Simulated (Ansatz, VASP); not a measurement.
# TaN: VASP beside Ansatz

The input INCAR:

```
SYSTEM = TaN
PREC     = Accurate       ! precision mode
ENCUT    = 520            ! plane-wave cutoff, eV
EDIFF    = 1E-8           ! SCF threshold, eV
ISMEAR   = -1             ! smearing method
SIGMA    = 0.03           ! smearing width, eV
LREAL    = .FALSE.        ! projectors in reciprocal space
LASPH    = .TRUE.         ! aspherical terms in the spheres
NELM     = 60             ! most SCF steps
ALGO     = Normal         ! electronic algorithm
ISIF     = 2              ! what is computed and relaxed
LWAVE    = .FALSE.        ! write WAVECAR
LCHARG   = .FALSE.        ! write CHGCAR
LEFG     = .TRUE.       
NBANDS   = 33             ! bands
```

The input KPOINTS:

```
regular mesh
0
G
  5 5 8
  0 0 0
```

The input POSCAR:

```
TaN
1.0
    5.0294492781      0.0000000000      0.0000000000
   -2.5147246391      4.3556308419      0.0000000000
    0.0000000000      0.0000000000      2.9080000000
Ta N
3 3
Direct
    0.0000000000      0.0000000000      0.0000000000
    0.3333333333      0.6666666667      0.5000000000
    0.6666666667      0.3333333333      0.5000000000
    0.5000000000      0.0000000000      0.0000000000
    0.5000000000      0.5000000000      0.0000000000
    0.0000000000      0.5000000000      0.0000000000
```

Input for Ansatz:

```yaml
crystal:
  lattice:
    - [5.0294492781, 0.0, 0.0]
    - [-2.5147246391, 4.3556308419, 0.0]
    - [0.0, 0.0, 2.908]
  atoms:
    - { symbol: Ta, position: [0.0, 0.0, 0.0] }
    - { symbol: Ta, position: [0.3333333333, 0.6666666667, 0.5] }
    - { symbol: Ta, position: [0.6666666667, 0.3333333333, 0.5] }
    - { symbol: "N", position: [0.5, 0.0, 0.0] }
    - { symbol: "N", position: [0.5, 0.5, 0.0] }
    - { symbol: "N", position: [0.0, 0.5, 0.0] }
kpoints:
  mp_grid: { grid: [5, 5, 8] }
scf:
  occupations: { method: fermi_dirac, width: 0.03 }
hamiltonian:
  xc: lda
  pseudopotentials: { kind: all_electron, datasets: crystal }
output:
  forces: true
  stress: true
  eigenvalues: true
  efg: { contact_densities: true }
```

Change from the starting cell: equal xx and yy strain of -3 %, crystal datasets.

Alike in both runs: task electric field gradients; functional LDA; k mesh 5 × 5 × 8; occupations fermi-dirac, width 0.03 eV; no spin polarisation.

|  | VASP | Ansatz |
| --- | --- | --- |
| version | VASP 6.6.1 | Ansatz 0.2.0 |
| potentials or method | VASP PAW LDA potentials, release 64 (Ta_pv, N), cutoff 520 eV | all-electron PAW with datasets made for the crystal, scalar-relativistic |

|  | VASP | Ansatz | Ansatz less VASP |
| --- | --- | --- | --- |
| pressure (GPa) | 16.8 | 14.4 | -2.44 |
| traceless stress, the component that is largest in VASP (GPa) | -5.38 | -6.13 | -0.754 |
| size of Vzz on the site where it differs most (V/Å²) | 321.0 | 432.8 | +111.81 |

LDA's correlation is that of Perdew and Zunger in VASP and of Perdew and Wang (1992) in Ansatz. Ansatz ran all-electron here, and VASP with PAW potentials.

Spin-orbit coupling is off throughout.
